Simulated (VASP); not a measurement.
# Zn (P6_3/mmc) in VASP: a series of runs

Runs on Zn. Level: r2SCAN. Tasks: single point.

Everything below comes from runs of VASP 6.6.1. Logs are shortened: lines on timing, memory, paths and dates and some standing lists are left out, and cuts for length are marked.

**1. The cell of the first run**

The structure is hexagonal, space group P6_3/mmc (No. 194). The conventional cell has a = 2.619 Å, b = 2.619 Å, c = 4.839 Å, α = 90.00°, β = 90.00°, γ = 120.00°. Zn (site symmetry -6m2) has 12 Zn at 2.62 to 2.85 Å within 3.5 Å.

**2. Single point, r2SCAN**

File POSCAR:

```
Zn
1.0
    2.6187264646      0.0000000000      0.0000000000
   -1.3093632323      2.2678836439      0.0000000000
    0.0000000000      0.0000000000      4.8388970683
Zn
2
Direct
    0.3333333333      0.6666666667      0.2500000000
    0.6666666667      0.3333333333      0.7500000000
```

File INCAR.step1:

```
SYSTEM = Zn
PREC = Accurate ; ENCUT = 520
ISMEAR = -1 ; SIGMA = 0.6
LREAL = .False. ; LASPH = .True.
NELM = 60 ; NBANDS = 19
GGA = PE ; ALGO = Normal
EDIFF = 1E-4 ; LWAVE = .True.
LCHARG = .False.
```

File INCAR.step2:

```
SYSTEM = Zn
PREC = Accurate ; ENCUT = 520
EDIFF = 1E-6 ; ISMEAR = -1
SIGMA = 0.6 ; LREAL = .False.
LASPH = .True. ; NELM = 60
ALGO = Normal ; ISIF = 2
LWAVE = .False. ; LCHARG = .False.
METAGGA = R2SCAN ; LMIXTAU = .True.
NBANDS = 19 ; ISTART = 1
```

File KPOINTS:

```
regular mesh
0
Gamma
  14 14 7
  0 0 0
```

Potentials or basis: VASP PAW PBE potentials, release 64 (Zn).

Launch:

```sh
$ cat potpaw_PBE.64/Zn/POTCAR > POTCAR
$ cp INCAR.step1 INCAR
$ mpirun -np 1 vasp_std > vasp.out
$ cp INCAR.step2 INCAR
$ mpirun -np 1 vasp_std > vasp.out
```

OUTCAR:

```text
SYSTEM = Zn
   PREC = Accurate
   ENCUT = 520
   EDIFF = 1E-6
   ISMEAR = -1
   LREAL = .False.
   LASPH = .True.
   NELM = 60
   ISIF = 2
   METAGGA = R2SCAN
   ISTART = 1

 ion  position               nearest neighbor table
   1  0.333  0.667  0.250-   2 2.85   2 2.85   2 2.85   2 2.85   2 2.85   2 2.85
   2  0.667  0.333  0.750-   1 2.85   1 2.85   1 2.85   1 2.85   1 2.85   1 2.85

  LATTYP: Found a hexagonal cell.
 ALAT       =     2.6187264646
 C/A-ratio  =     1.8478054633

  Lattice vectors:

 A1 = (   2.6187264646,   0.0000000000,   0.0000000000)
 A2 = (  -1.3093632323,   2.2678836439,   0.0000000000)
 A3 = (   0.0000000000,   0.0000000000,   4.8388970683)

Analysis of symmetry for initial positions (statically):
=====================================================================
 Subroutine PRICEL returns:
 Original cell was already a primitive cell.

 Routine SETGRP: Setting up the symmetry group for a
 hexagonal supercell.

 Subroutine GETGRP returns: Found 24 space group operations
 (whereof 12 operations were pure point group operations)
 out of a pool of 24 trial point group operations.

The static configuration has the point symmetry D_3d.
 The point group associated with its full space group is D_6h.

Analysis of symmetry for dynamics (positions and initial velocities):
=====================================================================
 Subroutine PRICEL returns:
 Original cell was already a primitive cell.

 Routine SETGRP: Setting up the symmetry group for a
 hexagonal supercell.

 Subroutine GETGRP returns: Found 24 space group operations
 (whereof 12 operations were pure point group operations)
 out of a pool of 24 trial point group operations.

The dynamic configuration has the point symmetry D_3d.
 The point group associated with its full space group is D_6h.

 Subroutine INISYM returns: Found 24 space group operations
 (whereof 12 operations are pure point group operations),
 and found     1 'primitive' translations

----------------------------------------------------------------------------------------

                                     Primitive cell

  volume of cell :      28.7380

  direct lattice vectors                    reciprocal lattice vectors
     2.618726465  0.000000000  0.000000000     0.381865007  0.220469865  0.000000000
    -1.309363232  2.267883644  0.000000000     0.000000000  0.440939729  0.000000000
     0.000000000  0.000000000  4.838897068     0.000000000  0.000000000  0.206658663
[... 76 lines left out ...]
   ISTART =      1    job   : 0-new  1-cont  2-samecut
   ICHARG =      0    charge: 1-file 2-atom 10-const
   ISPIN  =      1    spin polarized calculation?
   LNONCOLLINEAR =      F non collinear calculations
   LSORBIT =      F    spin-orbit coupling
   LASPH  =      T    aspherical Exc in radial PAW
   ENCUT  =  520.0 eV  38.22 Ry    6.18 a.u.   4.87  4.87  9.00*2*pi/ulx,y,z
   NELM   =     60;   NELMIN=  2; NELMDL=  0     # of ELM steps
   EDIFF  = 0.1E-05   stopping-criterion for ELM
   LREAL  =      F    real-space projection
   EDIFFG = 0.1E-04   stopping-criterion for IOM
   NSW    =      0    number of steps for IOM
   IBRION =     -1    ionic relax: 0-MD 1-quasi-New 2-CG
   NFREE  =      0    steps in history (QN), initial steepest desc. (CG)
   ISIF   =      2    stress and relaxation
   ISYM   =      2    0-nonsym 1-usesym 2-fastsym
   POTIM  = 0.5000    time-step for ionic-motion
   TEBEG  =    0.0;   TEEND  =   0.0 temperature during run
   PSTRESS=    0.0 pullay stress
   NELECT =      24.0000    total number of electrons
   NUPDOWN=      -1.0000    fix difference up-down
   EMIN   =  10.00;   EMAX   =-10.00  energy-range for DOS
   EFERMI =   0.00;   METHOD = LEGACY
   ISMEAR =    -1;   SIGMA  =   0.60  broadening in eV -4-tet -1-fermi 0-gaus
   EFERMI_NEDOS =   21; number of points for ismear=-14 and -15
   IALGO  =     38    algorithm
   IMIX   =      4    mixing-type and parameters
     AMIX     =   0.40;   BMIX     =  1.00
     AMIX_MAG =   1.60;   BMIX_MAG =  1.00
  volume/ion in A,a.u.               =      14.37        96.97
  Fermi-wavevector in a.u.,A,eV,Ry     =   1.541675  2.913343 32.337805  2.376762
  Thomas-Fermi vector in A             =   2.647587
   LORBIT       =      0    0 simple, 1 ext, 2 COOP (PROOUT), +10 PAW based schemes
   METAGGA = R2SCAN    functional components
   LHFCALC =     F    Hartree Fock is set to
   AEXX    =    0.0000 exact exchange contribution
   IVDW    =     0    specifies the selected vdW correction
   LEPSILON=     F    determine dielectric tensor
   LRPA    =     F    only Hartree local field effects (RPA)
 non-spin polarized calculation
  energy-cutoff  :      520.00
  volume of cell :       28.74
 maximum number of plane-waves:       796
 NGX is ok and might be reduce to    20
   NGX =  9   NGY =  9   NGZ = 17

 number of electron      24.0000039 magnetization

 Free energy of the ion-electron system (eV)
  ---------------------------------------------------
  ext. energy  EPLUGINS =         0.00000000
  ---------------------------------------------------
  free energy    TOTEN  =       -18.06649351 eV

  energy without entropy =      -17.48314219  energy(sigma->0) =      -17.77481785

 E-fermi :   3.4005     XC(G=0): -12.9797

 val. band max:        3.2661954073   @ k =   0.2143   0.1429   0.0000
 cond. band min:       3.4342651233   @ k =   0.2143   0.0000   0.1429
 fundamental gap:      0.1680697160
 Fermi energy:         3.4004623888

 k-point     1 :       0.0000    0.0000    0.0000
  band No.  band energies     occupation
      1      -7.9468      2.00000
      2      -5.8303      2.00000
      3      -4.9969      2.00000
      4      -4.7436      2.00000
      5      -4.7435      2.00000
      6      -4.6848      2.00000
[... 505 lines left out ...]
      6      -4.7575      2.00000
[... 11 lines left out ...]
     18      11.5470      0.00000
     19      13.1747      0.00000

 [... further k-points ...]
[... 5 lines left out ...]
  --------------------------------------------------------------------------------------
  -------------------------------------------------------------------------------------
  Total        0.4843946      0.4843946      0.2569613      0.0000000     -0.0000000     -0.0000000
  in kB       27.0055247     27.0055247     14.3258701      0.0000000     -0.0000000     -0.0000000
  external PRESSURE =      22.7789732 kB  Pullay stress =       0.0000000 kB

 VOLUME and BASIS-vectors are now :
 -----------------------------------------------------------------------------
  energy-cutoff  :      520.00
  volume of cell :       28.74
      direct lattice vectors                 reciprocal lattice vectors
     2.618726465  0.000000000  0.000000000     0.381865007  0.220469865  0.000000000
    -1.309363232  2.267883644  0.000000000     0.000000000  0.440939729  0.000000000
     0.000000000  0.000000000  4.838897068     0.000000000  0.000000000  0.206658663

 POSITION                                       TOTAL-FORCE (eV/Angst)
 -----------------------------------------------------------------------------------
     -0.00000      1.51192      1.20972        -0.000000      0.000000      0.000000
      1.30936      0.75596      3.62917         0.000000     -0.000000      0.000000
 -----------------------------------------------------------------------------------
    total drift:                                0.000000     -0.000000      0.000000

  FREE ENERGIE OF THE ION-ELECTRON SYSTEM (eV)
  ---------------------------------------------------
  free  energy   TOTEN  =       -18.0664935091 eV

  energy  without entropy=      -17.4831421895  energy(sigma->0) =      -17.77481785
```

OSZICAR.step1:

```text
N       E                     dE             d eps       ncg     rms          rms(c)
DAV:   1     0.111303700773E+03    0.11130E+03   -0.12331E+04  3768   0.201E+03
DAV:   2     0.217804893196E+01   -0.10913E+03   -0.10540E+03  3657   0.296E+02
DAV:   3    -0.269100806128E+01   -0.48691E+01   -0.48474E+01  4100   0.689E+01
DAV:   4    -0.271770360458E+01   -0.26696E-01   -0.26690E-01  4022   0.520E+00
DAV:   5    -0.271773518508E+01   -0.31581E-04   -0.31580E-04  3900   0.164E-01    0.466E+00
DAV:   6    -0.249721673141E+01    0.22052E+00   -0.83258E-01  4055   0.198E+01    0.341E+00
DAV:   7    -0.248590661776E+01    0.11310E-01   -0.30110E-02  4632   0.301E+00    0.173E+00
DAV:   8    -0.248074837008E+01    0.51582E-02   -0.16999E-03  5077   0.650E-01    0.470E-02
DAV:   9    -0.248074560202E+01    0.27681E-05   -0.19612E-04  3043   0.195E-01
   1 F= -.24807456E+01 E0= -.21672277E+01  d E =-.627036E+00
```

It took 2.2 min on 1 thread of Intel Xeon 6975P-C (Granite Rapids), shared host; peak memory 0.16 GiB.

What came out:

* Free energy: -18.0665 eV
* Pressure: 2.3 GPa
* Band gap on the k mesh: zero (bands 12 and 13 overlap by 4.50 eV)

Stress tensor (GPa, compression positive):
```
2.70 0.00 0.00
0.00 2.70 0.00
0.00 0.00 1.43
```

Caveat: so wide a smearing shifts energies and pressures; the PAW data sets were made with another functional, which shifts forces and pressure a little.

**3. Single point, r2SCAN**

POSCAR is that of step 2.

File INCAR.step1:

```
PREC = Accurate
ENCUT = 520
ISMEAR = -1
SIGMA = 1.0
LREAL = F
LASPH = T
NELM = 80
NBANDS = 19
GGA = PE
ALGO = Normal
EDIFF = 1E-4
LWAVE = T
LCHARG = F
```

File INCAR.step2:

```
PREC = Accurate
ENCUT = 520
EDIFF = 1E-6
ISMEAR = -1
SIGMA = 1.0
LREAL = F
LASPH = T
NELM = 80
ALGO = Normal
ISIF = 2
LWAVE = F
LCHARG = F
METAGGA = R2SCAN
LMIXTAU = T
NBANDS = 19
ISTART = 1
```

File KPOINTS:

```
regular mesh
0
Gamma
  14 14 7
```

Potentials or basis: VASP PAW PBE potentials, release 64 (Zn).

Launch:

```sh
$ cat potpaw_PBE.64/Zn/POTCAR > POTCAR
$ cp INCAR.step1 INCAR
$ mpirun -np 1 vasp_std > vasp.out
$ cp INCAR.step2 INCAR
$ mpirun -np 1 vasp_std > vasp.out
```

Run time: 2.3 min. Hardware: 1 thread of Intel Xeon 6975P-C (Granite Rapids), shared host; peak memory 0.17 GiB.

The run converged. Its results:

```yaml
Free_energy: -18.6148 eV
Pressure: 5.2 GPa
Band_gap_on_the_k_mesh: zero (bands 12 and 13 overlap by 4.50 eV)
```

Stress tensor (GPa, compression positive):
```
6.14 0.00 0.00
0.00 6.14 0.00
0.00 0.00 3.44
```

Levels at points of the mesh, in eV from the Fermi level:
```tsv
k point	band 8	band 9	band 10	band 11	band 12	band 13	band 14	band 15	band 16	band 17
(0.00, 0.00, 0.00)	-7.70	-7.70	-7.46	-7.46	-4.05	-2.99	15.12	18.66	19.14	19.14
(0.50, 0.00, 0.00)	-7.47	-7.27	-7.25	-3.17	-2.27	3.03	3.84	4.85	6.13	11.09
```

Caveat: the cell stands under pressure; so wide a smearing shifts energies and pressures; the PAW data sets were made with another functional, which shifts forces and pressure a little.

**4. Single point, r2SCAN**

POSCAR is that of step 3.

File INCAR.step1:

```
SYSTEM = Zn
ALGO = Normal
EDIFF = 1E-4
ENCUT = 520
GGA = PE
ISMEAR = 0
LASPH = .TRUE.
LCHARG = .FALSE.
LREAL = .FALSE.
LWAVE = .TRUE.
NBANDS = 19
NELM = 100
PREC = Accurate
SIGMA = 0.01
```

File INCAR.step2:

```
SYSTEM = Zn
ALGO = Normal
EDIFF = 1E-6
ENCUT = 520
ISIF = 2
ISMEAR = 0
ISTART = 1
LASPH = .TRUE.
LCHARG = .TRUE.
LELF = .TRUE.
LMIXTAU = .TRUE.
LREAL = .FALSE.
LVHAR = .TRUE.
LWAVE = .FALSE.
METAGGA = R2SCAN
NBANDS = 19
NELM = 100
PREC = Accurate
SIGMA = 0.01
```

File KPOINTS:

```
k-points
0
G
  14 14 7
  0 0 0
```

Potentials or basis: VASP PAW PBE potentials, release 64 (Zn).

Launch:

```sh
$ cat potpaw_PBE.64/Zn/POTCAR > POTCAR
$ cp INCAR.step1 INCAR
$ mpirun -np 1 vasp_std > vasp.out
$ cp INCAR.step2 INCAR
$ mpirun -np 1 vasp_std > vasp.out
```

OUTCAR:

```text
SYSTEM = Zn
   EDIFF = 1E-6
   ENCUT = 520
   ISIF = 2
   ISMEAR = 0
   ISTART = 1
   LASPH = .TRUE.
   LREAL = .FALSE.
   METAGGA = R2SCAN
   NELM = 100
   PREC = Accurate

 ion  position               nearest neighbor table
   1  0.333  0.667  0.250-   2 2.85   2 2.85   2 2.85   2 2.85   2 2.85   2 2.85
   2  0.667  0.333  0.750-   1 2.85   1 2.85   1 2.85   1 2.85   1 2.85   1 2.85

  LATTYP: Found a hexagonal cell.
 ALAT       =     2.6187264646
 C/A-ratio  =     1.8478054633

  Lattice vectors:

 A1 = (   2.6187264646,   0.0000000000,   0.0000000000)
 A2 = (  -1.3093632323,   2.2678836439,   0.0000000000)
 A3 = (   0.0000000000,   0.0000000000,   4.8388970683)

Analysis of symmetry for initial positions (statically):
=====================================================================
 Subroutine PRICEL returns:
 Original cell was already a primitive cell.

 Routine SETGRP: Setting up the symmetry group for a
 hexagonal supercell.

 Subroutine GETGRP returns: Found 24 space group operations
 (whereof 12 operations were pure point group operations)
 out of a pool of 24 trial point group operations.

The static configuration has the point symmetry D_3d.
[... 158 lines left out ...]
  ext. energy  EPLUGINS =         0.00000000
  ---------------------------------------------------
  free energy    TOTEN  =       -17.79290356 eV

  energy without entropy =      -17.79286350  energy(sigma->0) =      -17.79288353

 E-fermi :   3.2672     XC(G=0): -12.9838

 val. band max:        3.2623992840   @ k =   0.2143   0.1429   0.0000
 cond. band min:       3.4316409076   @ k =   0.2143   0.0000   0.1429
 fundamental gap:      0.1692416236
 Fermi energy:         3.2672242411

 k-point     1 :       0.0000    0.0000    0.0000
  band No.  band energies     occupation
      1      -7.9502      2.00000
      2      -5.8362      2.00000
      3      -5.0051      2.00000
      4      -4.7473      2.00000
      5      -4.7471      2.00000
      6      -4.6884      2.00000
[... 505 lines left out ...]
      6      -4.7648      2.00000
[... 11 lines left out ...]
     18      11.5493      0.00000
     19      13.1680      0.00000

 [... further k-points ...]
[... 5 lines left out ...]
  --------------------------------------------------------------------------------------
  -------------------------------------------------------------------------------------
  Total        0.2526857      0.2526857     -0.2431558      0.0000000     -0.0000000      0.0000000
  in kB       14.0875009     14.0875009    -13.5561964      0.0000000     -0.0000000      0.0000000
  external PRESSURE =       4.8729351 kB  Pullay stress =       0.0000000 kB

 VOLUME and BASIS-vectors are now :
 -----------------------------------------------------------------------------
  energy-cutoff  :      520.00
  volume of cell :       28.74
      direct lattice vectors                 reciprocal lattice vectors
     2.618726465  0.000000000  0.000000000     0.381865007  0.220469865  0.000000000
    -1.309363232  2.267883644  0.000000000     0.000000000  0.440939729  0.000000000
     0.000000000  0.000000000  4.838897068     0.000000000  0.000000000  0.206658663

 POSITION                                       TOTAL-FORCE (eV/Angst)
 -----------------------------------------------------------------------------------
     -0.00000      1.51192      1.20972         0.000000      0.000000      0.000000
      1.30936      0.75596      3.62917        -0.000000     -0.000000      0.000000
 -----------------------------------------------------------------------------------
    total drift:                                0.000000     -0.000000      0.000000

  FREE ENERGIE OF THE ION-ELECTRON SYSTEM (eV)
  ---------------------------------------------------
  free  energy   TOTEN  =       -17.7929035559 eV

  energy  without entropy=      -17.7928635014  energy(sigma->0) =      -17.79288353
```

Wall time 2.3 min (1 thread of Intel Xeon 6975P-C (Granite Rapids), shared host); peak memory 0.17 GiB.

What came out:

- Free energy: -17.7929 eV
- Pressure: 0.5 GPa
- Band gap on the k mesh: zero (bands 12 and 13 overlap by 4.50 eV)

Stress tensor (GPa, compression positive):
```
 1.41  0.00  0.00
 0.00  1.41  0.00
 0.00  0.00 -1.36
```

Levels at points of the mesh, in eV from the Fermi level:
```tsv
k point	band 10	band 11	band 12	band 13	band 14	band 15
(0.00, 0.00, 0.00)	-7.36	-7.36	-3.96	-2.89	15.22	18.77
(0.50, 0.00, 0.00)	-7.14	-3.08	-2.18	3.13	3.94	4.95
```

Caveat: the PAW data sets were made with another functional, which shifts forces and pressure a little.

**5. The runs side by side**

```csv
smearing,gap on the mesh (eV),pressure (GPa)
fermi-dirac 0.6 eV,none,2.3
fermi-dirac 1 eV,none,5.2
gaussian 0.01 eV,none,0.5
```

Alike in all rows: task single point; level r2SCAN; potentials or basis VASP PAW PBE potentials, release 64 (Zn); no spin polarisation; cell as given; k mesh 14 × 14 × 7; cutoff (eV) 520.

Caveats: the PAW data sets were made with another functional, which shifts forces and pressure a little; so wide a smearing shifts energies and pressures (at least some runs); the cell stands under pressure (at least some runs).

Total energies depend on the potentials used, so only differences within one code and one set of settings carry meaning.
